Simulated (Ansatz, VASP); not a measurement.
## SnTe: VASP beside Ansatz

```
CELL_PARAMETERS angstrom
0.00000 3.11913 3.11913
3.11913 0.00000 3.11913
3.11913 3.11913 0.00000
ATOMIC_POSITIONS crystal
Sn 0.00000 0.00000 0.00000
Te 0.50000 0.50000 0.50000
```

Change from the starting cell: volume scaled by 0.94, PAW files.

Alike in both runs: task single point; functional r2SCAN; k mesh 13 × 13 × 13; occupations fermi-dirac, width 0.08 eV; no spin polarisation.

```csv
,VASP,Ansatz
version,VASP 6.6.1,Ansatz 0.2.0
potentials or method,"VASP PAW PBE potentials, release 64 (Sn_d, Te)","PAW with Ansatz's default frozen-core files, scalar-relativistic"
plane-wave cutoff (eV),520,500
valence electrons in the cell,20,30
```

|  | VASP | Ansatz | Ansatz less VASP |
| --- | --- | --- | --- |
| pressure (GPa) | 3.1 | 3.1 | 0.00 |

VASP's potentials were made for PBE, not for r2SCAN. With one functional, cell and mesh, what is left measures potentials, basis and numerics. VASP's potentials hold 20 valence electrons a cell and Ansatz's 30, so a difference there can come from the potentials and not from the codes.

Neither program's run includes spin-orbit coupling.
